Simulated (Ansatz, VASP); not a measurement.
Sn3PbO4 in VASP and in Ansatz

File INCAR:

```
SYSTEM = Sn3PbO4
PREC = Accurate
ENCUT = 520
EDIFF = 1E-6
ISMEAR = -1
SIGMA = 0.02
LREAL = .False.
LASPH = .True.
NELM = 100
ALGO = Normal
ISIF = 2
LWAVE = .False.
LCHARG = .False.
GGA = PE
NBANDS = 50
```

Contents of KPOINTS:

```
Automatic mesh
0
Gamma
  6 4 6
  0 0 0
```

File POSCAR:

```
Sn3PbO4
1.0
    3.8419972925      0.0000000000      0.0000000000
    0.0000000000      7.6471459501      0.0000000000
    0.0000000000      0.0000000000      4.8584862354
Sn O Pb
3 4 1
Direct
    0.5000000000      0.7509439648      0.7692607374
    0.0000000000      0.0000000000      0.2300520879
    0.5000000000      0.2490560352      0.7692607374
    0.5000000000      0.0000000000     -0.0028768102
    0.0000000000      0.7594007384     -0.0091937126
    0.5000000000      0.5000000000     -0.0101031852
    0.0000000000      0.2405992616     -0.0091937126
    0.0000000000      0.5000000000      0.2627938577
```

Input for Ansatz:

```yaml
crystal:
  lattice:
    - [3.8419972925, 0.0, 0.0]
    - [0.0, 7.6471459501, 0.0]
    - [0.0, 0.0, 4.8584862354]
  atoms:
    - { symbol: Sn, position: [0.5, 0.7509439648, 0.7692607374] }
    - { symbol: Sn, position: [0.0, 0.0, 0.2300520879] }
    - { symbol: O, position: [0.5, 0.0, -0.0028768102] }
    - { symbol: O, position: [0.0, 0.7594007384, -0.0091937126] }
    - { symbol: Sn, position: [0.5, 0.2490560352, 0.7692607374] }
    - { symbol: Pb, position: [0.0, 0.5, 0.2627938577] }
    - { symbol: O, position: [0.5, 0.5, -0.0101031852] }
    - { symbol: O, position: [0.0, 0.2405992616, -0.0091937126] }
kpoints:
  mp_grid: { grid: [6, 4, 6] }
  band_path:
    path:
      - [[0.0, 0.0, 0.0], [0.5, 0.0, 0.0], [0.5, 0.5, 0.0], [0.0, 0.5, 0.0], [0.0, 0.0, 0.0], [0.0, 0.0, 0.5], [0.5, 0.0, 0.5], [0.5, 0.5, 0.5], [0.0, 0.5, 0.5], [0.0, 0.0, 0.5]]
      - [[0.5, 0.0, 0.0], [0.5, 0.0, 0.5]]
      - [[0.0, 0.5, 0.0], [0.0, 0.5, 0.5]]
      - [[0.5, 0.5, 0.0], [0.5, 0.5, 0.5]]
    npoints: 10
hamiltonian:
  xc: pbe
scf:
  occupations: { method: fermi_dirac, width: 0.02 }
  n_extra_bands: 6
output:
  forces: true
  stress: true
  eigenvalues: true
  write_density: true
  write_potential: true
  elf: true
  volumetric_format: npy
```

Alike in both runs: task single point; functional PBE; k mesh 6 × 4 × 6; occupations fermi-dirac, width 0.02 eV; no spin polarisation.

|  | VASP | Ansatz |
| --- | --- | --- |
| version | VASP 6.6.1 | Ansatz 0.2.0 |
| potentials or method | VASP PAW PBE potentials, release 64 (Sn_d, O, Pb_d) | plane waves, PAW |
| plane-wave cutoff (eV) | 520 | 420 |
| valence electrons in the cell | 80 | 80 |

```tsv
	VASP	Ansatz	Ansatz less VASP
pressure (GPa)	5.3	5.1	-0.21
rms of the force components (eV/Å)	0.222	0.190	-0.0322
```

Spin-orbit coupling is off throughout.
